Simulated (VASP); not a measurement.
The system is TaN.

```
Ta N
1.0
     2.93800    0.00000    0.00000
    -1.46900    2.54438    0.00000
     0.00000    0.00000    2.88300
Ta N
1 1
Direct
  0.33333 0.66667 0.50000
  0.00000 0.00000 0.00000
```

Base run:

| Property | Result |
| --- | --- |
| Program | VASP 6.6.1 |
| Functional | LDA |
| Potentials or basis | VASP PAW LDA potentials, release 64 (Ta_pv, N) |
| Cutoff | 520 eV |
| k mesh | 7 × 7 × 7 |
| Occupations | gaussian, width 0.05 eV |
| Spin | collinear spin, ferromagnetic start |
| Starting moments | [0.5, 0.0] μB |
| Fixed moment | 0.5 μB |
| Hubbard terms | Ta d U = 2.0 eV, J = 0.9 eV |

Its results: pressure -4.3 GPa; site moments Ta +0.35; N +0.01 μB.

Task: The run is repeated on the same cell with these changes: potentials or basis from VASP PAW LDA potentials, release 64 (Ta_pv, N) to VASP PAW LDA potentials, release 64 (Ta_sv_GW, N); cutoff from 520 eV to 600 eV; further incar settings from ALGO = Normal; EDIFF = 1e-06; NBANDS = 19 to ALGO = Normal; EDIFF = 1e-06; NBANDS = 20; valence electrons from 16 to 18. What comes out?

Result: Pressure -4.9 GPa; site moments Ta +0.36; N +0.01 μB.

Caveats: the total moment is fixed, so each spin has its own Fermi level.
